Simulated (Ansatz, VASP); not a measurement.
## BN in VASP and in Ansatz

INCAR

```
SYSTEM = BN
ALGO     = Normal         ! electronic algorithm
EDIFF    = 1E-6           ! SCF threshold, eV
ENCUT    = 520            ! plane-wave cutoff, eV
GGA      = PE             ! functional
ISIF     = 2              ! what is computed and relaxed
ISMEAR   = 0              ! smearing method
LASPH    = .TRUE.         ! aspherical terms in the spheres
LCHARG   = .TRUE.         ! write CHGCAR
LELF     = .TRUE.         ! ELF
LREAL    = .FALSE.        ! projectors in reciprocal space
LVHAR    = .TRUE.       
LWAVE    = .FALSE.        ! write WAVECAR
NBANDS   = 11             ! bands
NELM     = 100            ! most SCF steps
PREC     = Accurate       ! precision mode
SIGMA    = 0.05           ! smearing width, eV
```

File KPOINTS:

```
k-points
0
G
  12 12 12
  0 0 0
```

Contents of POSCAR:

```
BN
1.0
    0.0000000000      1.5658466641      1.8784149042
    1.8784149042      0.0000000000      1.8784149042
    1.8784149042      1.5658466641      0.0000000000
B N
1 1
Direct
    0.0000000000      0.0000000000      0.0000000000
    0.7500000000      0.7500000000      0.7500000000
```

Input for Ansatz:

```yaml
crystal:
  lattice:
    - [0.0, 1.5658466641, 1.8784149042]
    - [1.8784149042, 0.0, 1.8784149042]
    - [1.8784149042, 1.5658466641, 0.0]
  atoms:
    - { symbol: B, position: [0.0, 0.0, 0.0] }
    - { symbol: "N", position: [0.75, 0.75, 0.75] }
basis:
  ecutwfc: 520.0
kpoints:
  mp_grid: { grid: [12, 12, 12] }
hamiltonian:
  xc: pbe
scf:
  occupations: { method: gaussian, width: 0.05 }
output:
  forces: true
  stress: true
  eigenvalues: true
```

Alike in both runs: task single point; functional PBE; k mesh 12 × 12 × 12; occupations gaussian, width 0.05 eV; no spin polarisation.

```csv
,VASP,Ansatz
version,VASP 6.6.1,Ansatz 0.2.0
potentials or method,"VASP PAW PBE potentials, release 64 (B, N), cutoff 520 eV","scalar-relativistic, plane waves, PAW"
valence electrons in the cell,8,8
```

```tsv
	VASP	Ansatz	Ansatz less VASP
gap on the k mesh at the Fermi level (eV)	1.75	1.77	+0.016
least direct gap on the mesh (eV)	7.65	7.67	+0.014
```
